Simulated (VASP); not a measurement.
# Na3Al (Fm-3m) in VASP: notebook, part 2 of 2

VASP 6.6.1.

### Step 5. Single point, PBE

This run uses another cell than the first one, of 28.91 Å³/atom, 1.116 times its volume.

INCAR

```
SYSTEM = Na3Al
  ALGO = Normal
  EDIFF = 1E-6
  ENCUT = 520
  GGA = PE
  ISIF = 2
  ISMEAR = 1
  LASPH = .True.
  LCHARG = .False.
  LREAL = .False.
  LWAVE = .False.
  NBANDS = 20
  NELM = 80
  PREC = Accurate
  SIGMA = 0.1
```

KPOINTS

```
k-points
0
Gamma
  5 5 5
  0 0 0
```

POSCAR

```
Na3Al
1.0
    0.0000000000      3.8667767005      3.8667767005
    3.8667767005      0.0000000000      3.8667767005
    3.8667767005      3.8667767005      0.0000000000
Na Al
3 1
Direct
    0.2500000000      0.2500000000      0.2500000000
    0.7500000000      0.7500000000      0.7500000000
    0.5000000000      0.5000000000      0.5000000000
    0.0000000000      0.0000000000      0.0000000000
```

Potentials or basis: VASP PAW PBE potentials, release 64 (Na_pv, Al).

Started as:

```bash
$ cat potpaw_PBE.64/Na_pv/POTCAR potpaw_PBE.64/Al/POTCAR > POTCAR
$ mpirun -np 1 vasp_std > vasp.out
```

OUTCAR:

```text
SYSTEM = Na3Al
   EDIFF = 1E-6
   ENCUT = 520
   GGA = PE
   ISIF = 2
   ISMEAR = 1
   LASPH = .True.
   LREAL = .False.
   NELM = 80
   PREC = Accurate

 ion  position               nearest neighbor table
   1  0.250  0.250  0.250-
   2  0.750  0.750  0.750-
   3  0.500  0.500  0.500-
   4  0.000  0.000  0.000-

  LATTYP: Found a face centered cubic cell.
 ALAT       =     7.7335534010

  Lattice vectors:

 A1 = (   0.0000000000,   3.8667767005,   3.8667767005)
 A2 = (   3.8667767005,   0.0000000000,   3.8667767005)
 A3 = (   3.8667767005,   3.8667767005,   0.0000000000)

Analysis of symmetry for initial positions (statically):
=====================================================================
 Subroutine PRICEL returns:
 Original cell was already a primitive cell.

 Routine SETGRP: Setting up the symmetry group for a
 face centered cubic supercell.
[... 151 lines left out ...]
  ext. energy  EPLUGINS =         0.00000000
  ---------------------------------------------------
  free energy    TOTEN  =        -7.01182959 eV

  energy without entropy =       -7.00405259  energy(sigma->0) =       -7.00923726

 E-fermi :   1.2979     XC(G=0):  -7.4451

 val. band max:        1.2734813730   @ k =   0.4000   0.2000   0.0000
 cond. band min:       1.3262157582   @ k =  -0.4000   0.4000   0.0000
 fundamental gap:      0.0527343851
 Fermi energy:         1.2979265271

 k-point     1 :       0.0000    0.0000    0.0000
  band No.  band energies     occupation
      1     -23.3952      2.00000
      2     -23.3952      2.00000
      3     -23.3952      2.00000
      4     -22.9478      2.00000
      5     -22.9478      2.00000
      6     -22.9478      2.00000
[... 219 lines left out ...]
     19       7.2200      0.00000
     20       8.9380      0.00000

------------------------ aborting loop because EDIFF is reached ----------------------------------------

  FORCE on cell =-STRESS in cart. coord.  units (eV):
  Direction    XX          YY          ZZ          XY          YZ          ZX
  --------------------------------------------------------------------------------------
  -------------------------------------------------------------------------------------
  Total       -0.1766445     -0.1766445     -0.1766445     -0.0000000      0.0000000     -0.0000000
  in kB       -2.4475604     -2.4475604     -2.4475604     -0.0000000      0.0000000     -0.0000000
  external PRESSURE =      -2.4475604 kB  Pullay stress =       0.0000000 kB

 VOLUME and BASIS-vectors are now :
 -----------------------------------------------------------------------------
  energy-cutoff  :      520.00
  volume of cell :      115.63
      direct lattice vectors                 reciprocal lattice vectors
     0.000000000  3.866776700  3.866776700    -0.129306665  0.129306665  0.129306665
     3.866776700  0.000000000  3.866776700     0.129306665 -0.129306665  0.129306665
     3.866776700  3.866776700  0.000000000     0.129306665  0.129306665 -0.129306665

 POSITION                                       TOTAL-FORCE (eV/Angst)
 -----------------------------------------------------------------------------------
      1.93339      1.93339      1.93339        -0.000000     -0.000000     -0.000000
      5.80017      5.80017      5.80017         0.000000      0.000000      0.000000
      3.86678      3.86678      3.86678         0.000000     -0.000000     -0.000000
      0.00000      0.00000      0.00000         0.000000     -0.000000     -0.000000
 -----------------------------------------------------------------------------------
    total drift:                               -0.000000     -0.000000      0.000000

  FREE ENERGIE OF THE ION-ELECTRON SYSTEM (eV)
  ---------------------------------------------------
  free  energy   TOTEN  =        -7.0118295916 eV

  energy  without entropy=       -7.0040525900  energy(sigma->0) =       -7.00923726
```

OSZICAR:

```text
N       E                     dE             d eps       ncg     rms          rms(c)
DAV:   1     0.183222577874E+03    0.18322E+03   -0.12129E+04   400   0.115E+03
DAV:   2     0.333581621375E+01   -0.17989E+03   -0.17701E+03   404   0.322E+02
DAV:   3    -0.686195347410E+01   -0.10198E+02   -0.10154E+02   452   0.906E+01
DAV:   4    -0.705804385441E+01   -0.19609E+00   -0.19587E+00   500   0.125E+01
DAV:   5    -0.706524622956E+01   -0.72024E-02   -0.72020E-02   520   0.211E+00    0.924E-01
DAV:   6    -0.702702892003E+01    0.38217E-01   -0.42169E-02   472   0.236E+00    0.596E-01
DAV:   7    -0.701223694398E+01    0.14792E-01   -0.51729E-02   488   0.131E+00    0.172E-01
DAV:   8    -0.701181909645E+01    0.41785E-03   -0.47852E-03   432   0.618E-01    0.868E-02
DAV:   9    -0.701182924831E+01   -0.10152E-04   -0.22853E-04   460   0.174E-01    0.381E-02
DAV:  10    -0.701183056896E+01   -0.13206E-05   -0.16432E-05   468   0.281E-02    0.135E-02
DAV:  11    -0.701182959156E+01    0.97739E-06   -0.80111E-06   528   0.307E-02
   1 F= -.70118296E+01 E0= -.70092373E+01  d E =-.777700E-02
```

Wall time 15 s (1 thread of AMD EPYC 7R13 (Zen 3), shared host); peak memory 0.21 GiB.

Results:

| Item | Value |
| --- | --- |
| Free energy | -7.0118 eV |
| Pressure | -0.2 GPa |
| Band gap on the k mesh | zero (band 12 reaches 2.42 eV, above the bottom of band 13 at 0.91 eV) |

### Step 6. Single point, PBE

This run uses another cell than the first one, of 29.66 Å³/atom, 1.145 times its volume.

INCAR

```
PREC = Accurate
ENCUT = 520
EDIFF = 1E-6
ISMEAR = 1
SIGMA = 0.1
LREAL = False
LASPH = True
NELM = 60
ALGO = Normal
ISIF = 2
LWAVE = False
LCHARG = False
GGA = PE
NBANDS = 20
```

KPOINTS

```
Automatic mesh
0
Gamma
  5 5 5
```

POSCAR

```
Na3Al
1.0
    0.0000000000      3.8999695404      3.8999695404
    3.8999695404      0.0000000000      3.8999695404
    3.8999695404      3.8999695404      0.0000000000
Na Al
3 1
Direct
    0.2500000000      0.2500000000      0.2500000000
    0.7500000000      0.7500000000      0.7500000000
    0.5000000000      0.5000000000      0.5000000000
    0.0000000000      0.0000000000      0.0000000000
```

Potentials or basis: VASP PAW PBE potentials, release 64 (Na_pv, Al).

Started as:

```bash
$ cat potpaw_PBE.64/Na_pv/POTCAR potpaw_PBE.64/Al/POTCAR > POTCAR
$ mpirun -np 1 vasp_std > vasp.out
```

OUTCAR:

```text
PREC = Accurate
   ENCUT = 520
   EDIFF = 1E-6
   ISMEAR = 1
   LREAL = False
   LASPH = True
   NELM = 60
   ISIF = 2
   GGA = PE

 ion  position               nearest neighbor table
   1  0.250  0.250  0.250-
   2  0.750  0.750  0.750-
   3  0.500  0.500  0.500-
   4  0.000  0.000  0.000-

  LATTYP: Found a face centered cubic cell.
 ALAT       =     7.7999390808

  Lattice vectors:

 A1 = (   0.0000000000,   3.8999695404,   3.8999695404)
 A2 = (   3.8999695404,   0.0000000000,   3.8999695404)
 A3 = (   3.8999695404,   3.8999695404,   0.0000000000)

Analysis of symmetry for initial positions (statically):
=====================================================================
 Subroutine PRICEL returns:
 Original cell was already a primitive cell.

 Routine SETGRP: Setting up the symmetry group for a
 face centered cubic supercell.

 Subroutine GETGRP returns: Found 48 space group operations
 (whereof 48 operations were pure point group operations)
 out of a pool of 48 trial point group operations.

The static configuration has the point symmetry O_h .

Analysis of symmetry for dynamics (positions and initial velocities):
=====================================================================
 Subroutine PRICEL returns:
 Original cell was already a primitive cell.

 Routine SETGRP: Setting up the symmetry group for a
 face centered cubic supercell.

 Subroutine GETGRP returns: Found 48 space group operations
 (whereof 48 operations were pure point group operations)
 out of a pool of 48 trial point group operations.

The dynamic configuration has the point symmetry O_h .

 Subroutine INISYM returns: Found 48 space group operations
[... 99 lines left out ...]
   EMIN   =  10.00;   EMAX   =-10.00  energy-range for DOS
   EFERMI =   0.00;   METHOD = LEGACY
   ISMEAR =     1;   SIGMA  =   0.10  broadening in eV -4-tet -1-fermi 0-gaus
   EFERMI_NEDOS =   21; number of points for ismear=-14 and -15
   IALGO  =     38    algorithm
   IMIX   =      4    mixing-type and parameters
     AMIX     =   0.40;   BMIX     =  1.00
     AMIX_MAG =   1.60;   BMIX_MAG =  1.00
  volume/ion in A,a.u.               =      29.66       200.15
  Fermi-wavevector in a.u.,A,eV,Ry     =   0.961038  1.816099 12.566268  0.923595
  Thomas-Fermi vector in A             =   2.090375
   LORBIT       =      0    0 simple, 1 ext, 2 COOP (PROOUT), +10 PAW based schemes
   GGA     = PE    functional components
   LHFCALC =     F    Hartree Fock is set to
   AEXX    =    0.0000 exact exchange contribution
   IVDW    =     0    specifies the selected vdW correction
   LEPSILON=     F    determine dielectric tensor
   LRPA    =     F    only Hartree local field effects (RPA)
 non-spin polarized calculation
 Methfessel and Paxton  Order N= 1 SIGMA  =   0.10
  energy-cutoff  :      520.00
  volume of cell :      118.64
 maximum number of plane-waves:      3218
 NGX is ok and might be reduce to    42
   NGX = 21   NGY = 21   NGZ = 21

 number of electron      24.0000027 magnetization

 Free energy of the ion-electron system (eV)
  ---------------------------------------------------
  ext. energy  EPLUGINS =         0.00000000
  ---------------------------------------------------
  free energy    TOTEN  =        -7.00386720 eV

  energy without entropy =       -6.99622874  energy(sigma->0) =       -7.00132104

 E-fermi :   1.1991     XC(G=0):  -7.3676

 val. band max:        1.1725461338   @ k =   0.4000   0.2000   0.0000
 cond. band min:       1.2293738939   @ k =  -0.4000   0.4000   0.0000
 fundamental gap:      0.0568277601
 Fermi energy:         1.1991248580

 k-point     1 :       0.0000    0.0000    0.0000
  band No.  band energies     occupation
      1     -23.5159      2.00000
      2     -23.5159      2.00000
      3     -23.5159      2.00000
      4     -23.0740      2.00000
      5     -23.0740      2.00000
      6     -23.0740      2.00000
[... 219 lines left out ...]
     19       7.0148      0.00000
     20       8.7212      0.00000

------------------------ aborting loop because EDIFF is reached ----------------------------------------

  FORCE on cell =-STRESS in cart. coord.  units (eV):
  Direction    XX          YY          ZZ          XY          YZ          ZX
  --------------------------------------------------------------------------------------
  -------------------------------------------------------------------------------------
  Total       -0.4412827     -0.4412827     -0.4412827     -0.0000000      0.0000000     -0.0000000
  in kB       -5.9595553     -5.9595553     -5.9595553     -0.0000000      0.0000000     -0.0000000
  external PRESSURE =      -5.9595553 kB  Pullay stress =       0.0000000 kB

 VOLUME and BASIS-vectors are now :
 -----------------------------------------------------------------------------
  energy-cutoff  :      520.00
  volume of cell :      118.64
      direct lattice vectors                 reciprocal lattice vectors
     0.000000000  3.899969540  3.899969540    -0.128206130  0.128206130  0.128206130
     3.899969540  0.000000000  3.899969540     0.128206130 -0.128206130  0.128206130
     3.899969540  3.899969540  0.000000000     0.128206130  0.128206130 -0.128206130

 POSITION                                       TOTAL-FORCE (eV/Angst)
 -----------------------------------------------------------------------------------
      1.94998      1.94998      1.94998         0.000000     -0.000000     -0.000000
      5.84995      5.84995      5.84995        -0.000000      0.000000      0.000000
      3.89997      3.89997      3.89997         0.000000     -0.000000     -0.000000
      0.00000      0.00000      0.00000        -0.000000     -0.000000     -0.000000
 -----------------------------------------------------------------------------------
    total drift:                               -0.000000     -0.000000      0.000000

  FREE ENERGIE OF THE ION-ELECTRON SYSTEM (eV)
  ---------------------------------------------------
  free  energy   TOTEN  =        -7.0038671952 eV

  energy  without entropy=       -6.9962287390  energy(sigma->0) =       -7.00132104
```

OSZICAR:

```text
N       E                     dE             d eps       ncg     rms          rms(c)
DAV:   1     0.180122777523E+03    0.18012E+03   -0.12120E+04   400   0.114E+03
DAV:   2     0.300074568819E+01   -0.17712E+03   -0.17485E+03   404   0.321E+02
DAV:   3    -0.683035780418E+01   -0.98311E+01   -0.97833E+01   464   0.904E+01
DAV:   4    -0.704652782097E+01   -0.21617E+00   -0.21185E+00   464   0.128E+01
DAV:   5    -0.705570480336E+01   -0.91770E-02   -0.91763E-02   540   0.249E+00    0.916E-01
DAV:   6    -0.701855910057E+01    0.37146E-01   -0.42063E-02   476   0.228E+00    0.586E-01
DAV:   7    -0.700427295839E+01    0.14286E-01   -0.51686E-02   484   0.128E+00    0.167E-01
DAV:   8    -0.700386024575E+01    0.41271E-03   -0.48597E-03   432   0.623E-01    0.878E-02
DAV:   9    -0.700386658042E+01   -0.63347E-05   -0.25998E-04   468   0.191E-01    0.399E-02
DAV:  10    -0.700386908128E+01   -0.25009E-05   -0.19221E-05   516   0.285E-02    0.118E-02
DAV:  11    -0.700386725442E+01    0.18269E-05   -0.11988E-05   532   0.407E-02    0.160E-03
DAV:  12    -0.700386719524E+01    0.59174E-07   -0.41425E-07   252   0.383E-03
   1 F= -.70038672E+01 E0= -.70013210E+01  d E =-.763846E-02
```

stdout:

```text
POSCAR found type information on POSCAR NaAl
 POSCAR found :  2 types and       4 ions
 scaLAPACK will be used
 LDA part: xc-table for (Slater+PW92), standard interpolation
 POSCAR, INCAR and KPOINTS ok, starting setup
 FFT: planning ... GRIDC
 FFT: planning ... GRID_SOFT
 FFT: planning ... GRID
 WAVECAR not read
 entering main loop
```

Run time: 16 s. Hardware: 1 thread of AMD EPYC 7R13 (Zen 3), shared host; peak memory 0.22 GiB.

What came out:

| Property | Result |
| --- | --- |
| Free energy | -7.0039 eV |
| Pressure | -0.6 GPa |
| Band gap on the k mesh | zero (band 12 reaches 2.31 eV, above the bottom of band 13 at 0.82 eV) |

### Step 7. Single point, PBE

This run uses another cell than the first one, of 30.41 Å³/atom, 1.174 times its volume.

INCAR

```
SYSTEM = Na3Al
PREC = Accurate
ENCUT = 520
EDIFF = 1E-6
ISMEAR = 1
SIGMA = 0.1
LREAL = .FALSE.
LASPH = .TRUE.
NELM = 100
ALGO = Normal
ISIF = 2
LWAVE = .FALSE.
LCHARG = .FALSE.
GGA = PE
NBANDS = 20
```

KPOINTS

```
regular mesh
0
G
  5 5 5
  0 0 0
```

POSCAR

```
Na3Al
1.0
    0.0000000000      3.9326067861      3.9326067861
    3.9326067861      0.0000000000      3.9326067861
    3.9326067861      3.9326067861      0.0000000000
Na Al
3 1
Direct
    0.2500000000      0.2500000000      0.2500000000
    0.7500000000      0.7500000000      0.7500000000
    0.5000000000      0.5000000000      0.5000000000
    0.0000000000      0.0000000000      0.0000000000
```

Started as:

```bash
$ cat potpaw_PBE.64/Na_pv/POTCAR potpaw_PBE.64/Al/POTCAR > POTCAR
$ mpirun -np 1 vasp_std > vasp.out
```

Run time: 16 s. Hardware: 1 thread of AMD EPYC 7R13 (Zen 3), shared host; peak memory 0.22 GiB.

Results (log left out):

| Item | Value |
| --- | --- |
| Free energy | -6.9900 eV |
| Pressure | -0.9 GPa |
| Band gap on the k mesh | zero (band 12 reaches 2.20 eV, above the bottom of band 13 at 0.74 eV) |

Levels at points of the mesh, in eV from the Fermi level:
```
           k point  band 9  band 10  band 11  band 12  band 13  band 14  band 15  band 16
(0.00, 0.00, 0.00)  -24.29    -5.20     1.09     1.09     1.09     1.28     3.19     3.19
```

### Step 8. Summary

| cell | gap on the mesh (eV) | pressure (GPa) |
| --- | --- | --- |
| a = 5.272 Å, angles 60.0°, 4 atoms | none | 1.6 |
| a = 5.323 Å, angles 60.0°, 4 atoms | none | 1.1 |
| a = 5.372 Å, angles 60.0°, 4 atoms | none | 0.6 |
| a = 5.468 Å, angles 60.0°, 4 atoms | none | -0.2 |
| a = 5.515 Å, angles 60.0°, 4 atoms | none | -0.6 |
| a = 5.562 Å, angles 60.0°, 4 atoms | none | -0.9 |

Alike in all rows: task single point; level PBE; potentials or basis VASP PAW PBE potentials, release 64 (Na_pv, Al); no spin polarisation; k mesh 5 × 5 × 5; cutoff (eV) 520; smearing methfessel-paxton 0.1 eV.

Total energies depend on the potentials used, so only differences within one code and one set of settings carry meaning.
